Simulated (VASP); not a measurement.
# Gd (P6_3/mmc) in VASP: further runs

Runs on Gd. Level: PBE. Tasks: single point.

All numbers are computed with VASP 6.6.1; they aren't measurements. Logs are shortened: lines on timing, memory, paths and dates and some standing lists are left out, and cuts for length are marked.

### 1 The cell of the first run

The structure is hexagonal, space group P6_3/mmc (No. 194). The conventional cell has a = 3.636 Å, b = 3.636 Å, c = 5.783 Å, α = 90.00°, β = 90.00°, γ = 120.00°. Gd (site symmetry -6m2) has 12 Gd at 3.57 to 3.64 Å within 4.7 Å.

### 2 Single point, PBE, collinear spin, ferromagnetic start

Input file INCAR:

```
SYSTEM = Gd
PREC = Accurate
ENCUT = 520
EDIFF = 1E-7
ISMEAR = 0
SIGMA = 0.016
LREAL = .False.
LASPH = .True.
NELM = 150
ALGO = Normal
ISIF = 2
LWAVE = .False.
LCHARG = .False.
ISPIN = 2
MAGMOM = 7 7
LORBIT = 11
LMAXMIX = 6
GGA = PE
NBANDS = 29
```

Input file KPOINTS:

```
regular mesh
0
Gamma
  8 8 5
  0 0 0
```

Input file POSCAR:

```
Gd
1.0
    3.6360000000      0.0000000000      0.0000000000
   -1.8180000000      3.1488683682      0.0000000000
    0.0000000000      0.0000000000      5.7826000000
Gd
2
Direct
    0.6666666667      0.3333333333      0.7500000000
    0.3333333333      0.6666666667      0.2500000000
```

Potentials or basis: VASP PAW PBE potentials, release 64 (Gd).

Started as:

```console
$ cat potpaw_PBE.64/Gd/POTCAR > POTCAR
$ mpirun -np 1 vasp_std > vasp.out
```

OUTCAR:

```text
SYSTEM = Gd
   PREC = Accurate
   ENCUT = 520
   EDIFF = 1E-7
   ISMEAR = 0
   LREAL = .False.
   LASPH = .True.
   NELM = 150
   ISIF = 2
   ISPIN = 2
   LORBIT = 11
   GGA = PE

 ion  position               nearest neighbor table
   1  0.667  0.333  0.750-
   2  0.333  0.667  0.250-

  LATTYP: Found a hexagonal cell.
 ALAT       =     3.6360000000
 C/A-ratio  =     1.5903740374

  Lattice vectors:

 A1 = (   3.6360000000,   0.0000000000,   0.0000000000)
 A2 = (  -1.8180000000,   3.1488683682,   0.0000000000)
 A3 = (   0.0000000000,   0.0000000000,   5.7826000000)

Analysis of symmetry for initial positions (statically):
=====================================================================
 Subroutine PRICEL returns:
 Original cell was already a primitive cell.

 Routine SETGRP: Setting up the symmetry group for a
 hexagonal supercell.

 Subroutine GETGRP returns: Found 24 space group operations
 (whereof 12 operations were pure point group operations)
 out of a pool of 24 trial point group operations.

The static configuration has the point symmetry D_3d.
 The point group associated with its full space group is D_6h.

Analysis of symmetry for dynamics (positions and initial velocities):
=====================================================================
 Subroutine PRICEL returns:
 Original cell was already a primitive cell.

 Routine SETGRP: Setting up the symmetry group for a
 hexagonal supercell.

 Subroutine GETGRP returns: Found 24 space group operations
 (whereof 12 operations were pure point group operations)
 out of a pool of 24 trial point group operations.

The dynamic configuration has the point symmetry D_3d.
 The point group associated with its full space group is D_6h.

Analysis of structural, dynamic, and magnetic symmetry:
=====================================================================
 Subroutine PRICEL returns:
 Original cell was already a primitive cell.

 Routine SETGRP: Setting up the symmetry group for a
 hexagonal supercell.

 Subroutine GETGRP returns: Found 24 space group operations
 (whereof 12 operations were pure point group operations)
 out of a pool of 24 trial point group operations.

The overall configuration has the point symmetry D_3d.
 The point group associated with its full space group is D_6h.

 Subroutine INISYM returns: Found 24 space group operations
 (whereof 12 operations are pure point group operations),
 and found     1 'primitive' translations

----------------------------------------------------------------------------------------

                                     Primitive cell

  volume of cell :      66.2066

  direct lattice vectors                    reciprocal lattice vectors
     3.636000000  0.000000000  0.000000000     0.275027503  0.158787203  0.000000000
    -1.818000000  3.148868368  0.000000000     0.000000000  0.317574405  0.000000000
     0.000000000  0.000000000  5.782600000     0.000000000  0.000000000  0.172932591

  length of vectors
     3.636000000  3.636000000  5.782600000     0.317574405  0.317574405  0.172932591

  position of ions in fractional coordinates (direct lattice)
     0.666666667  0.333333333  0.750000000
     0.333333333  0.666666667  0.250000000

  ion indices of the primitive-cell ions
   primitive index   ion index
                 1           1
                 2           2

----------------------------------------------------------------------------------------

 KPOINTS: regular mesh

Automatic generation of k-mesh.
 Grid dimensions read from file:
 generate k-points for:    8    8    5

 Generating k-lattice:

  Cartesian coordinates                     Fractional coordinates (reciprocal lattice)
     0.034378438  0.019848400  0.000000000     0.125000000  0.000000000  0.000000000
     0.000000000  0.039696801  0.000000000     0.000000000  0.125000000  0.000000000
     0.000000000  0.000000000  0.034586518     0.000000000  0.000000000  0.200000000

  Length of vectors
     0.039696801  0.039696801  0.034586518

  Shift w.r.t. Gamma in fractional coordinates (k-lattice)
     0.000000000  0.000000000  0.000000000

 Subroutine IBZKPT returns following result:
 ===========================================

 Found     30 irreducible k-points:

 Following reciprocal coordinates:
            Coordinates               Weight
  0.000000  0.000000  0.000000      1.000000
  0.125000  0.000000  0.000000      6.000000
  0.250000  0.000000  0.000000      6.000000
  0.375000  0.000000  0.000000      6.000000
  0.500000  0.000000  0.000000      3.000000
  0.125000  0.125000  0.000000      6.000000
[... 16 lines left out ...]
  0.250000  0.000000  0.400000     12.000000
  0.375000  0.000000  0.400000     12.000000
 [... further k-points ...]
   k-points           NKPTS =     30   k-points in BZ     NKDIM =     30   number of bands    NBANDS=     29
   number of dos      NEDOS =    301   number of ions     NIONS =      2
   total plane-waves  NPLWV =  37632
   dimension x,y,z NGX =    28 NGY =   28 NGZ =   48
   dimension x,y,z NGXF=    56 NGYF=   56 NGZF=   96
   ions per type =               2
   NGX,Y,Z   is equivalent  to a cutoff of  12.80, 12.80, 13.80 a.u.
   NGXF,Y,Z  is equivalent  to a cutoff of  25.60, 25.60, 27.60 a.u.
 SYSTEM =  Gd
   PREC   = accura    normal or accurate (medium, high low for compatibility)
   ISTART =      0    job   : 0-new  1-cont  2-samecut
   ICHARG =      2    charge: 1-file 2-atom 10-const
   ISPIN  =      2    spin polarized calculation?
   LNONCOLLINEAR =      F non collinear calculations
   LSORBIT =      F    spin-orbit coupling
   LASPH  =      T    aspherical Exc in radial PAW
   ENCUT  =  520.0 eV  38.22 Ry    6.18 a.u.   6.76  6.76 10.75*2*pi/ulx,y,z
   NELM   =    150;   NELMIN=  2; NELMDL= -5     # of ELM steps
   EDIFF  = 0.1E-06   stopping-criterion for ELM
   LREAL  =      F    real-space projection
   EDIFFG = 0.1E-05   stopping-criterion for IOM
   NSW    =      0    number of steps for IOM
   IBRION =     -1    ionic relax: 0-MD 1-quasi-New 2-CG
   NFREE  =      0    steps in history (QN), initial steepest desc. (CG)
   ISIF   =      2    stress and relaxation
   ISYM   =      2    0-nonsym 1-usesym 2-fastsym
   POTIM  = 0.5000    time-step for ionic-motion
   TEBEG  =    0.0;   TEEND  =   0.0 temperature during run
   PSTRESS=    0.0 pullay stress
   NELECT =      36.0000    total number of electrons
   NUPDOWN=      -1.0000    fix difference up-down
   EMIN   =  10.00;   EMAX   =-10.00  energy-range for DOS
   EFERMI =   0.00;   METHOD = LEGACY
   ISMEAR =     0;   SIGMA  =   0.02  broadening in eV -4-tet -1-fermi 0-gaus
   EFERMI_NEDOS =   21; number of points for ismear=-14 and -15
   IALGO  =     38    algorithm
   IMIX   =      4    mixing-type and parameters
     AMIX     =   0.40;   BMIX     =  1.00
     AMIX_MAG =   1.60;   BMIX_MAG =  1.00
  volume/ion in A,a.u.               =      33.10       223.39
  Fermi-wavevector in a.u.,A,eV,Ry     =   1.336211  2.525073 24.292668  1.785461
  Thomas-Fermi vector in A             =   2.464856
   LORBIT       =     11    0 simple, 1 ext, 2 COOP (PROOUT), +10 PAW based schemes
   GGA     = PE    functional components
   LHFCALC =     F    Hartree Fock is set to
   AEXX    =    0.0000 exact exchange contribution
   IVDW    =     0    specifies the selected vdW correction
   LEPSILON=     F    determine dielectric tensor
   LRPA    =     F    only Hartree local field effects (RPA)
 spin polarized calculation
 Gauss-broadening in eV      SIGMA  =   0.02
  energy-cutoff  :      520.00
  volume of cell :       66.21
 maximum number of plane-waves:      1796
 NGX is ok and might be reduce to    28
   NGX = 13   NGY = 13   NGZ = 21

 number of electron      36.0000005 magnetization      15.1903334

 Free energy of the ion-electron system (eV)
  ---------------------------------------------------
  ext. energy  EPLUGINS =         0.00000000
  ---------------------------------------------------
  free energy    TOTEN  =       -23.41151547 eV

  energy without entropy =      -23.41128464  energy(sigma->0) =      -23.41140005

 E-fermi :   2.9742     XC(G=0):  -9.9734

 val. band max:        2.9725527333   @ k =   0.2500   0.0000   0.2000
 cond. band min:       2.9978172559   @ k =   0.1250   0.0000   0.4000
 fundamental gap:      0.0252645227
 Fermi energy:         2.9742180186

 spin component 1

 k-point     1 :       0.0000    0.0000    0.0000
  band No.  band energies     occupation
      1     -42.3594      1.00000
      2     -42.2904      1.00000
      3     -20.1006      1.00000
      4     -19.4848      1.00000
      5     -19.4848      1.00000
      6     -19.3787      1.00000
[... 21 lines left out ...]
     28       4.4669      0.00000
     29       4.9250      0.00000
[... 705 lines left out ...]
 k-point    24 :       0.3750    0.0000    0.4000
  band No.  band energies     occupation
      1     -42.2990      1.00000
      2     -42.2886      1.00000
      3     -19.9920      1.00000
      4     -19.9398      1.00000
      5     -19.6057      1.00000
      6     -19.5566      1.00000
[... 21 lines left out ...]
     28       4.2262      0.00000
     29       5.0413      0.00000

 [... further k-points ...]

 spin component 2

 k-point     1 :       0.0000    0.0000    0.0000
  band No.  band energies     occupation
      1     -39.1249      1.00000
      2     -39.0380      1.00000
      3     -17.8654      1.00000
      4     -17.1182      1.00000
      5     -17.1182      1.00000
      6     -16.9935      1.00000
[... 21 lines left out ...]
     28       5.6436      0.00000
     29       6.1060      0.00000
[... 705 lines left out ...]
 k-point    24 :       0.3750    0.0000    0.4000
  band No.  band energies     occupation
      1     -39.0487      1.00000
      2     -39.0356      1.00000
      3     -17.7349      1.00000
      4     -17.6725      1.00000
      5     -17.2675      1.00000
      6     -17.2068      1.00000
[... 21 lines left out ...]
     28       5.3991      0.00000
     29       6.1610      0.00000

 [... further k-points ...]
[... 5 lines left out ...]
  --------------------------------------------------------------------------------------
  -------------------------------------------------------------------------------------
  Total        0.1874810      0.1874810      0.3374199      0.0000000      0.0000000      0.0000000
  in kB        4.5369732      4.5369732      8.1654420      0.0000000      0.0000000      0.0000000
  external PRESSURE =       5.7464628 kB  Pullay stress =       0.0000000 kB

 VOLUME and BASIS-vectors are now :
 -----------------------------------------------------------------------------
  energy-cutoff  :      520.00
  volume of cell :       66.21
      direct lattice vectors                 reciprocal lattice vectors
     3.636000000  0.000000000  0.000000000     0.275027503  0.158787203  0.000000000
    -1.818000000  3.148868368  0.000000000     0.000000000  0.317574405  0.000000000
     0.000000000  0.000000000  5.782600000     0.000000000  0.000000000  0.172932591

 POSITION                                       TOTAL-FORCE (eV/Angst)
 -----------------------------------------------------------------------------------
      1.81800      1.04962      4.33695        -0.000000      0.000000      0.000000
     -0.00000      2.09925      1.44565         0.000000      0.000000      0.000000
 -----------------------------------------------------------------------------------
    total drift:                                0.000000     -0.000000      0.000000

  FREE ENERGIE OF THE ION-ELECTRON SYSTEM (eV)
  ---------------------------------------------------
  free  energy   TOTEN  =       -23.4115154683 eV

  energy  without entropy=      -23.4112846396  energy(sigma->0) =      -23.41140005

 total charge

# of ion       s       p       d       f       tot
--------------------------------------------------
    1        2.074   5.569   0.569   6.978  15.190
    2        2.074   5.569   0.569   6.978  15.190
--------------------------------------------------
tot          4.148  11.137   1.139  13.956  30.380

 magnetization (x)

# of ion       s       p       d       f       tot
--------------------------------------------------
    1        0.004  -0.053   0.206   6.826   6.983
    2        0.004  -0.053   0.206   6.826   6.983
--------------------------------------------------
tot          0.007  -0.106   0.413  13.651  13.965
```

It took 4.4 min on 1 thread of Intel Xeon 6975P-C (Granite Rapids), shared host; peak memory 0.28 GiB.

What came out:

```yaml
Free_energy: -23.4115 eV
Pressure: 0.6 GPa
Net_moment: 15.19 μB per cell
Site_moments: Gd +6.98 μB
Valence_electrons_inside_the_program's_atomic_spheres: Gd 15.19
```

Caveat: spin-orbit coupling is left out, which moves the levels of the heavy elements.

(Part 1 of 2 ends here.)
